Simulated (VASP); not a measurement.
# Pt in VASP: single point with PBE

Aim: the single point of Pt with PBE.

Program: VASP 6.6.1. These are calculated values, not measurements. Logs are shortened: lines on timing, memory, paths and dates and some standing lists are left out, and cuts for length are marked.

## (1) The cell of the first run

The cell holds a slab with vacuum, 5 atoms: a = 2.809 Å, b = 3.972 Å, c = 21.617 Å, α = 90.00°, β = 90.00°, γ = 90.00°.

## (2) Single point, PBE

Input file POSCAR:

```
Pt
1.0
    2.8085470207      0.0000000000      0.0000000000
    0.0000000000      3.9718852873      0.0000000000
    0.0000000000      0.0000000000     21.6171000000
Pt
5
Direct
    0.0000000000      0.0000000000      0.3700775304
    0.5000000000      0.5000000000      0.4350387650
    0.0000000000      0.0000000000      0.5000000000
    0.5000000000      0.5000000000      0.5649612350
    0.0000000000      0.0000000000      0.6299224696
```

Input file INCAR.step1:

```
PREC     = Accurate       # precision mode
ENCUT    = 520            # plane-wave cutoff, eV
EDIFF    = 1E-6           # SCF threshold, eV
ISMEAR   = -1             # smearing method
SIGMA    = 0.1            # smearing width, eV
LREAL    = False          # projectors in reciprocal space
LASPH    = True           # aspherical terms in the spheres
NELM     = 60             # most SCF steps
ALGO     = Normal         # electronic algorithm
ISIF     = 2              # what is computed and relaxed
LWAVE    = False          # write WAVECAR
LCHARG   = True           # write CHGCAR
LMAXMIX  = 4              # l up to which the mixer works
LDIPOL   = True         
IDIPOL   = 3            
DIPOL    = 0.5 0.5 0.500
GGA      = PE             # functional
NBANDS   = 33             # bands
```

Input file KPOINTS.step1:

```
Automatic mesh
0
Gamma
  14 10 1
```

Input file INCAR.step2:

```
PREC     = Accurate       # precision mode
ENCUT    = 520            # plane-wave cutoff, eV
EDIFF    = 1E-6           # SCF threshold, eV
ISMEAR   = -5             # smearing method
SIGMA    = 0.1            # smearing width, eV
LREAL    = False          # projectors in reciprocal space
LASPH    = True           # aspherical terms in the spheres
NELM     = 60             # most SCF steps
ALGO     = Normal         # electronic algorithm
ISIF     = 2              # what is computed and relaxed
LWAVE    = False          # write WAVECAR
LCHARG   = False          # write CHGCAR
LMAXMIX  = 4              # l up to which the mixer works
LDIPOL   = True         
IDIPOL   = 3            
DIPOL    = 0.5 0.5 0.500
GGA      = PE             # functional
LORBIT   = 11             # projections on sites
NEDOS    = 2001           # points of the DOS
ICHARG   = 11             # starting density
```

Input file KPOINTS.step2:

```
Automatic mesh
0
Gamma
  21 15 1
```

Potentials or basis: VASP PAW PBE potentials, release 64 (Pt).

Run with:

```
> cat potpaw_PBE.64/Pt/POTCAR > POTCAR
> cp INCAR.step1 INCAR
> cp KPOINTS.step1 KPOINTS
> mpirun -np 1 vasp_std > vasp.out
> cp INCAR.step2 INCAR
> cp KPOINTS.step2 KPOINTS
> mpirun -np 1 vasp_std > vasp.out
```

OUTCAR:

```text
PREC = Accurate
   ENCUT = 520
   EDIFF = 1E-6
   ISMEAR = -5
   LREAL = False
   LASPH = True
   NELM = 60
   ISIF = 2
   GGA = PE
   LORBIT = 11
   ICHARG = 11

 ion  position               nearest neighbor table
   1  0.000  0.000  0.370-   3 2.81   2 2.81   2 2.81   2 2.81   2 2.81
   2  0.500  0.500  0.435-   1 2.81   1 2.81   1 2.81   1 2.81   3 2.81   3 2.81   3 2.81   3 2.81
                             4 2.81
   3  0.000  0.000  0.500-   1 2.81   5 2.81   4 2.81   2 2.81   2 2.81   4 2.81   2 2.81   4 2.81
                             2 2.81   4 2.81
   4  0.500  0.500  0.565-   5 2.81   5 2.81   5 2.81   5 2.81   3 2.81   3 2.81   3 2.81   3 2.81
                             2 2.81
   5  0.000  0.000  0.630-   3 2.81   4 2.81   4 2.81   4 2.81   4 2.81

  LATTYP: Found a simple orthorhombic cell.
 ALAT       =     2.8085470207
 B/A-ratio  =     1.4142135624
 C/A-ratio  =     7.6968980190

  Lattice vectors:

 A1 = (   2.8085470207,   0.0000000000,   0.0000000000)
 A2 = (   0.0000000000,   3.9718852873,   0.0000000000)
 A3 = (   0.0000000000,   0.0000000000,  21.6171000000)

Analysis of symmetry for initial positions (statically):
=====================================================================
 Subroutine PRICEL returns:
 Original cell was already a primitive cell.

 Routine SETGRP: Setting up the symmetry group for a
 simple orthorhombic supercell.

 Subroutine GETGRP returns: Found  8 space group operations
 (whereof  8 operations were pure point group operations)
 out of a pool of  8 trial point group operations.

The static configuration has the point symmetry D_2h.

Analysis of symmetry for dynamics (positions and initial velocities):
=====================================================================
 Subroutine PRICEL returns:
 Original cell was already a primitive cell.

 Routine SETGRP: Setting up the symmetry group for a
 simple orthorhombic supercell.

 Subroutine GETGRP returns: Found  8 space group operations
 (whereof  8 operations were pure point group operations)
 out of a pool of  8 trial point group operations.

The dynamic configuration has the point symmetry D_2h.

 Subroutine INISYM returns: Found  8 space group operations
 (whereof  8 operations are pure point group operations),
 and found     1 'primitive' translations

----------------------------------------------------------------------------------------

                                     Primitive cell

  volume of cell :     241.1436

  direct lattice vectors                    reciprocal lattice vectors
     2.808547021  0.000000000  0.000000000     0.356055994  0.000000000  0.000000000
     0.000000000  3.971885287  0.000000000     0.000000000  0.251769608  0.000000000
     0.000000000  0.000000000 21.617100000     0.000000000  0.000000000  0.046259674

  length of vectors
     2.808547021  3.971885287 21.617100000     0.356055994  0.251769608  0.046259674

  position of ions in fractional coordinates (direct lattice)
     0.000000000  0.000000000  0.370077530
     0.500000000  0.500000000  0.435038765
     0.000000000  0.000000000  0.500000000
     0.500000000  0.500000000  0.564961235
     0.000000000  0.000000000  0.629922470

  ion indices of the primitive-cell ions
   primitive index   ion index
                 1           1
                 2           2
                 3           3
                 4           4
                 5           5

----------------------------------------------------------------------------------------

 KPOINTS: Automatic mesh

Automatic generation of k-mesh.
 Grid dimensions read from file:
 generate k-points for:   21   15    1

 Generating k-lattice:

  Cartesian coordinates                     Fractional coordinates (reciprocal lattice)
     0.016955047  0.000000000  0.000000000     0.047619048  0.000000000  0.000000000
     0.000000000  0.016784641  0.000000000     0.000000000  0.066666667  0.000000000
     0.000000000  0.000000000  0.046259674     0.000000000  0.000000000  1.000000000

  Length of vectors
     0.016955047  0.016784641  0.046259674

  Shift w.r.t. Gamma in fractional coordinates (k-lattice)
     0.000000000  0.000000000  0.000000000

 TETIRR: Found    892 inequivalent tetrahedra from     1890

 Subroutine IBZKPT returns following result:
 ===========================================

 Found     88 irreducible k-points:

 Following reciprocal coordinates:
            Coordinates               Weight
  0.000000  0.000000  0.000000      1.000000
  0.047619  0.000000  0.000000      2.000000
  0.095238  0.000000  0.000000      2.000000
  0.142857  0.000000  0.000000      2.000000
  0.190476  0.000000  0.000000      2.000000
  0.238095  0.000000  0.000000      2.000000
[... 16 lines left out ...]
  0.000000  0.133333  0.000000      2.000000
  0.047619  0.133333  0.000000      4.000000
 [... further k-points ...]
   k-points           NKPTS =     88   k-points in BZ     NKDIM =     88   number of bands    NBANDS=     30
   number of dos      NEDOS =   2001   number of ions     NIONS =      5
   total plane-waves  NPLWV = 116640
   dimension x,y,z NGX =    24 NGY =   30 NGZ =  162
   dimension x,y,z NGXF=    48 NGYF=   60 NGZF=  324
   ions per type =               5
   NGX,Y,Z   is equivalent  to a cutoff of  14.21, 12.56, 12.46 a.u.
   NGXF,Y,Z  is equivalent  to a cutoff of  28.41, 25.11, 24.92 a.u.
 SYSTEM =  unknown system
   PREC   = accura    normal or accurate (medium, high low for compatibility)
   ISTART =      0    job   : 0-new  1-cont  2-samecut
   ICHARG =     11    charge: 1-file 2-atom 10-const
   ISPIN  =      1    spin polarized calculation?
   LNONCOLLINEAR =      F non collinear calculations
   LSORBIT =      F    spin-orbit coupling
   LASPH  =      T    aspherical Exc in radial PAW
   ENCUT  =  520.0 eV  38.22 Ry    6.18 a.u.   5.22  7.39 40.19*2*pi/ulx,y,z
   NELM   =     60;   NELMIN=  2; NELMDL=  0     # of ELM steps
   EDIFF  = 0.1E-05   stopping-criterion for ELM
   LREAL  =      F    real-space projection
   EDIFFG = 0.1E-04   stopping-criterion for IOM
   NSW    =      0    number of steps for IOM
   IBRION =     -1    ionic relax: 0-MD 1-quasi-New 2-CG
   NFREE  =      0    steps in history (QN), initial steepest desc. (CG)
   ISIF   =      2    stress and relaxation
   ISYM   =      2    0-nonsym 1-usesym 2-fastsym
   POTIM  = 0.5000    time-step for ionic-motion
   TEBEG  =    0.0;   TEEND  =   0.0 temperature during run
   PSTRESS=    0.0 pullay stress
   NELECT =      50.0000    total number of electrons
   NUPDOWN=      -1.0000    fix difference up-down
   EMIN   =  10.00;   EMAX   =-10.00  energy-range for DOS
   EFERMI =   0.00;   METHOD = LEGACY
   ISMEAR =    -5;   SIGMA  =   0.10  broadening in eV -4-tet -1-fermi 0-gaus
   EFERMI_NEDOS =   21; number of points for ismear=-14 and -15
   IALGO  =     38    algorithm
   IMIX   =      4    mixing-type and parameters
     AMIX     =   0.40;   BMIX     =  1.00
     AMIX_MAG =   1.60;   BMIX_MAG =  1.00
  volume/ion in A,a.u.               =      48.23       325.46
  Fermi-wavevector in a.u.,A,eV,Ry     =   0.968961  1.831070 12.774307  0.938885
  Thomas-Fermi vector in A             =   2.098974
   LORBIT       =     11    0 simple, 1 ext, 2 COOP (PROOUT), +10 PAW based schemes
   GGA     = PE    functional components
   LHFCALC =     F    Hartree Fock is set to
   AEXX    =    0.0000 exact exchange contribution
   IVDW    =     0    specifies the selected vdW correction
   LEPSILON=     F    determine dielectric tensor
   LRPA    =     F    only Hartree local field effects (RPA)
 non-spin polarized calculation
 Fermi weights with tetrahedron method with Bloechl corrections
  energy-cutoff  :      520.00
  volume of cell :      241.14
 maximum number of plane-waves:      6536
 NGX is ok and might be reduce to    24

 number of electron      50.0000007 magnetization

 dipolmoment           0.000000      0.000000     -0.000000 electrons x Angstroem

 Free energy of the ion-electron system (eV)
  ---------------------------------------------------
  ext. energy  EPLUGINS =         0.00000000
  ---------------------------------------------------
  free energy    TOTEN  =       -27.68300693 eV

  energy without entropy =      -27.68300693  energy(sigma->0) =      -27.68300693

 E-fermi :  -0.2062     XC(G=0):  -5.2365

 val. band max:       -0.1921594745   @ k =   0.4762   0.4667   0.0000
 cond. band min:      -0.2377912402   @ k =   0.0952   0.3333   0.0000
 fundamental gap:     -0.0456317657
 Fermi energy:        -0.2062072875

 k-point     1 :       0.0000    0.0000    0.0000
  band No.  band energies     occupation
      1      -9.0595      2.00000
      2      -7.0057      2.00000
      3      -6.3069      2.00000
      4      -5.7929      2.00000
      5      -5.3405      2.00000
      6      -4.9884      2.00000
[... 22 lines left out ...]
     29       1.6255      0.00000
     30       3.4514      0.00000

 k-point     2 :       0.0476    0.0000    0.0000
  band No.  band energies     occupation
      1      -9.0015      2.00000
      2      -6.9540      2.00000
      3      -6.2541      2.00000
      4      -5.7636      2.00000
      5      -5.2810      2.00000
      6      -4.9227      2.00000
[... 22 lines left out ...]
     29       1.6713      0.00000
     30       3.6595      0.00000

 k-point     3 :       0.0952    0.0000    0.0000
  band No.  band energies     occupation
      1      -8.8303      2.00000
      2      -6.8078      2.00000
      3      -6.1067      2.00000
      4      -5.6758      2.00000
      5      -5.1136      2.00000
      6      -4.7344      2.00000
[... 22 lines left out ...]
     29       1.8070      0.00000
     30       4.2077      0.00000

 k-point     4 :       0.1429    0.0000    0.0000
  band No.  band energies     occupation
      1      -8.5545      2.00000
      2      -6.5963      2.00000
      3      -5.9056      2.00000
      4      -5.5180      2.00000
      5      -4.8808      2.00000
      6      -4.6084      2.00000
[... 616 lines left out ...]
     29       2.4726      0.00000
     30       2.8601      0.00000

 k-point    23 :       0.0000    0.1333    0.0000
  band No.  band energies     occupation
      1      -8.8532      2.00000
      2      -6.9544      2.00000
      3      -6.2413      2.00000
      4      -5.7948      2.00000
      5      -5.3766      2.00000
      6      -5.1871      2.00000
[... 22 lines left out ...]
     29       1.6831      0.00000
     30       2.3092      0.00000

 k-point    24 :       0.0476    0.1333    0.0000
  band No.  band energies     occupation
      1      -8.7961      2.00000
      2      -6.9008      2.00000
      3      -6.1841      2.00000
      4      -5.7637      2.00000
      5      -5.3174      2.00000
      6      -5.1475      2.00000
[... 22 lines left out ...]
     29       1.7425      0.00000
     30       2.5104      0.00000

 [... further k-points ...]

------------------------ aborting loop because EDIFF is reached ----------------------------------------

 vacuum level on the upper side and lower side of the slab       (xc-potential included)        -0.094        -0.094

  FORCE on cell =-STRESS in cart. coord.  units (eV):
  Direction    XX          YY          ZZ          XY          YZ          ZX
  --------------------------------------------------------------------------------------
  -------------------------------------------------------------------------------------
  Total       -7.5001815     -5.5001430     -4.3780994      0.0000000      0.0000000      0.0000000
  in kB      -49.8317948    -36.5433816    -29.0884361      0.0000000      0.0000000      0.0000000
  external PRESSURE =     -38.4878708 kB  Pullay stress =       0.0000000 kB

 VOLUME and BASIS-vectors are now :
 -----------------------------------------------------------------------------
  energy-cutoff  :      520.00
  volume of cell :      241.14
      direct lattice vectors                 reciprocal lattice vectors
     2.808547021  0.000000000  0.000000000     0.356055994  0.000000000  0.000000000
     0.000000000  3.971885287  0.000000000     0.000000000  0.251769608  0.000000000
     0.000000000  0.000000000 21.617100000     0.000000000  0.000000000  0.046259674

 POSITION                                       TOTAL-FORCE (eV/Angst)
 -----------------------------------------------------------------------------------
      0.00000      0.00000      8.00000         0.000000      0.000000      0.895197
      1.40427      1.98594      9.40428         0.000000      0.000000     -0.974589
      0.00000      0.00000     10.80855         0.000000      0.000000      0.000000
      1.40427      1.98594     12.21282         0.000000      0.000000      0.974589
      0.00000      0.00000     13.61710         0.000000      0.000000     -0.895197
 -----------------------------------------------------------------------------------
    total drift:                               -0.000000      0.000000      0.000000

  FREE ENERGIE OF THE ION-ELECTRON SYSTEM (eV)
  ---------------------------------------------------
  free  energy   TOTEN  =       -27.6830069256 eV

  energy  without entropy=      -27.6830069256  energy(sigma->0) =      -27.68300693

 vacuum level on the upper side and lower side of the slab         4.994         4.994

 total charge

# of ion       s       p       d       tot
------------------------------------------
    1        0.591   0.325   8.070   8.986
    2        0.612   0.522   7.963   9.098
    3        0.615   0.559   8.003   9.178
    4        0.612   0.522   7.963   9.098
    5        0.591   0.325   8.070   8.986
--------------------------------------------------
tot          3.021   2.253  40.070  45.344
```

Run time: 7.2 min. Hardware: 1 thread of Intel Xeon 6975P-C (Granite Rapids), shared host; peak memory 0.63 GiB.

Results:

```
Valence electrons inside the program's atomic spheres : Pt 8.99, 9.10, 9.18 (each value once)
```

Caveat: spin-orbit coupling is left out, which moves the levels of the heavy elements.
